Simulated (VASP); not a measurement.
BiS: single point with PBE

BiS:

```xyz
2
Lattice="2.1232 1.2259 3.5237 -2.1232 1.2259 3.5237 0.0000 -2.4517 3.5237" Properties=species:S:1:pos:R:3 pbc="T T T"
Bi    0.0000    0.0000    0.0000
S     0.0000    0.0000    5.2855
```

```yaml
Program: VASP 6.6.1
Task: single point
Functional: PBE
Potentials_or_basis: VASP PAW PBE potentials, release 64 (Bi_d, S)
Cutoff: 520 eV
k_mesh: 8 × 8 × 8
Occupations: fermi-dirac, width 0.05 eV
Spin: no spin polarisation
```

The pressure is -2.4 GPa. The band gap on the k mesh is zero (an odd number of electrons rules out a gap without spin polarisation).

Stress tensor (GPa, compression positive):
```
-2.60  0.00  0.00
 0.00 -2.60  0.00
 0.00  0.00 -2.14
```

Levels at points of the mesh, in eV from the Fermi level:
```tsv
k point	band 7	band 8	band 9	band 10	band 11	band 12	band 13	band 14
(0.00, 0.00, 0.00)	-8.99	-3.28	-3.16	-3.16	2.55	2.55	2.58	5.30
(0.50, 0.00, 0.00)	-11.49	-2.82	-2.78	-1.94	-1.39	-0.23	-0.17	7.16
(0.50, 0.50, 0.00)	-10.40	-6.16	-4.54	-4.44	2.70	3.26	3.27	3.62
(0.50, 0.50, 0.50)	-11.55	-2.75	-2.75	-1.87	-1.29	-0.10	-0.10	7.13
```

Run time: 45 s on 1 thread of Intel(R) Xeon(R) Platinum 8488C (Sapphire Rapids) (shared host), peak memory 0.2 GiB.

Caveat: spin-orbit coupling is left out, which moves the levels of the heavy elements.
